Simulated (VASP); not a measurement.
Here is a VASP 6.6.1 calculation.

Contents of INCAR:

```
ALGO = Normal
EDIFF = 1E-6
ENCUT = 520
GGA = PS
ISIF = 2
ISMEAR = 0
LASPH = True
LCHARG = False
LREAL = False
LWAVE = False
NBANDS = 15
NELM = 100
PREC = Accurate
SIGMA = 0.05
```

The input KPOINTS:

```
k-points
0
Gamma
  6 6 6
```

The input POSCAR:

```
BaTe
1.0
    4.2624660000      0.0000000000      0.0000000000
    0.0000000000      4.1985290100      0.0000000000
    0.0000000000      0.0000000000      4.2624660000
Ba Te
1 1
Direct
    0.0000000000      0.0000000000      0.0000000000
    0.5000000000      0.5000000000      0.5000000000
```

Potentials or basis: VASP PAW PBE potentials, release 64 (Ba_sv, Te).

The run is started by

```sh
$ cat potpaw_PBE.64/Ba_sv/POTCAR potpaw_PBE.64/Te/POTCAR > POTCAR
$ mpirun -np 1 vasp_std > vasp.out
```

**Question.** Estimate the band gap on the k mesh.

**Answer.** 0.58 eV (least direct gap 0.75 eV).

**Question.** Predict the pressure.

**Answer.** -1.3 GPa.

Stress tensor (GPa, compression positive):
```
-1.65  0.00  0.00
 0.00 -0.56  0.00
 0.00  0.00 -1.65
```

Caveat: the cell differs from its parent crystal (strain -0.0150 x Voigt [0, 1, 0, 0, 0, 0]); the PAW data sets were made with another functional, which shifts forces and pressure a little; spin-orbit coupling is left out, which moves the levels of the heavy elements. A k mesh can miss the band edges.
